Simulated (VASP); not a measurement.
A run of VASP 6.6.1:

INCAR

```
SYSTEM = LuGe3O
ALGO = Normal ; EDIFF = 1E-6
EDIFFG = -0.04 ; ENCUT = 600
GGA = PE ; IBRION = 2
ISIF = 3 ; ISMEAR = 0
LASPH = .TRUE. ; LCHARG = .FALSE.
LREAL = .FALSE. ; LWAVE = .FALSE.
NELM = 100 ; NSW = 90
PREC = Accurate ; SIGMA = 0.1
```

File KPOINTS:

```
k-points
0
G
  4 4 4
  0 0 0
```

File POSCAR:

```
LuGe3O
1.0
    4.5660219600      0.0000000000      0.0000000000
    0.0000000000      4.5660219600      0.0000000000
    0.0000000000      0.0000000000      4.5660219600
Lu Ge O
1 3 1
Direct
    0.5000000000      0.5000000000      0.5000000000
    0.5000000000      0.0000000000      0.0000000000
    0.0000000000      0.5000000000      0.0000000000
    0.0000000000      0.0000000000      0.5000000000
    0.0000000000      0.0000000000      0.0000000000
```

Potentials or basis: VASP PAW PBE potentials, release 64 (Lu, Ge_d, O).

Launch:

```console
$ cat potpaw_PBE.64/Lu/POTCAR potpaw_PBE.64/Ge_d/POTCAR potpaw_PBE.64/O/POTCAR > POTCAR
$ mpirun -np 1 vasp_std > vasp.out
```

Hardware: 1 thread of AMD EPYC 7R43 64-Core Processor (Zen 3), with other jobs on the host.

Estimate the wall time of this run.

Run time: 2.3 min on 1 thread of AMD EPYC 7R43 64-Core Processor (Zen 3), on a shared host, peak memory 0.22 GiB. Counts: scf iterations 41, k points 10, ion steps 3.
